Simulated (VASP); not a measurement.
Set up this calculation in VASP 6.6.1, as the native input.

* Task: single point
* Functional: PBE
* Potentials or basis: VASP PAW PBE potentials, release 64 (Ca_sv)
* Cutoff: 520 eV
* k mesh: 14 × 14 × 14
* Occupations: gaussian, width 0.1 eV
* Spin: no spin polarisation
* Dipole correction: no
* Further INCAR settings: ALGO = Fast; EDIFF = 1e-06; NBANDS = 11

The structure of Ca lies in POSCAR:

```
Ca
1.0
    0.0000000000      2.7623960552      2.7623960552
    2.7623960552      0.0000000000      2.7623960552
    2.7623960552      2.7623960552      0.0000000000
Ca
1
Direct
    0.0000000000      0.0000000000      0.0000000000
```

One way to write it, as run:

INCAR

```
ALGO = Fast ; EDIFF = 1E-6
ENCUT = 520 ; GGA = PE
ISIF = 2 ; ISMEAR = 0
LASPH = True ; LCHARG = True
LELF = True ; LREAL = False
LVHAR = True ; LWAVE = False
NBANDS = 11 ; NELM = 100
PREC = Accurate ; SIGMA = 0.1
```

KPOINTS

```
k-points
0
Gamma
  14 14 14
```

Potentials or basis: VASP PAW PBE potentials, release 64 (Ca_sv).

Command:

```console
$ cat potpaw_PBE.64/Ca_sv/POTCAR > POTCAR
$ mpirun -np 1 vasp_std > vasp.out
```

It gave:

| Quantity | Value |
| --- | --- |
| Pressure | 0.0 GPa |
| Band gap on the k mesh | zero (band 5 reaches 2.11 eV, above the bottom of band 6 at 1.80 eV) |

It took 25 s on 1 thread of Intel(R) Xeon(R) 6975P-C (Granite Rapids), on a shared host, peak memory 0.19 GiB.
